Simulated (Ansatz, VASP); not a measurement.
## Two plane-wave programs on InFe2H3

```
In Fe H
1.0
     4.29228    0.00000    0.00000
    -2.14614    3.71722    0.00000
     0.00000    0.00000    7.59199
In Fe H
1 2 3
Cartesian
  0.0000 0.0000 0.0000
  0.0000 0.0000 3.7960
  0.0000 2.4781 0.0000
  0.0000 0.0000 2.1493
  0.0000 0.0000 5.4427
  0.0000 2.4781 3.7960
```

Alike in both runs: functional PBE; k mesh 5 × 5 × 2; occupations gaussian, width 0.2 eV; collinear spin.

Ansatz relaxed the structure, and its values are those at the end. VASP's run is a single point on that final structure, the one shown.

|  | VASP | Ansatz |
| --- | --- | --- |
| version | VASP 6.6.1 | Ansatz 0.2.0 |
| potentials or method | VASP PAW PBE potentials, release 64 (In_d, Fe, H), cutoff 520 eV | scalar-relativistic, plane waves, PAW |
| valence electrons in the cell | 32 | 48 |

Ansatz gave:

| Property | Result |
| --- | --- |
| gap on the k mesh at the Fermi level (eV) | none |
| pressure (GPa) | 0.0 |
| rms of the force components (eV/Å) | 0.005 |
| net moment per atom (μB) | 1.09 |
| size of the moment on the site where the two differ most (μB) | 2.70 |

Q: What did VASP give for the same quantities?

A: gap on the k mesh at the Fermi level (eV): none; pressure (GPa): -0.1; rms of the force components (eV/Å): 0.016; net moment per atom (μB): 1.08; size of the moment on the site where the two differ most (μB): 3.40.

Site moments also hang on the region over which each program counts them. A gap of «none» marks a metal or a gap that the smearing closes. VASP's potentials hold 32 valence electrons a cell and Ansatz's 48, so a difference there can come from the potentials and not from the codes.

The k mesh is coarse, so the values compare programs but aren't converged.
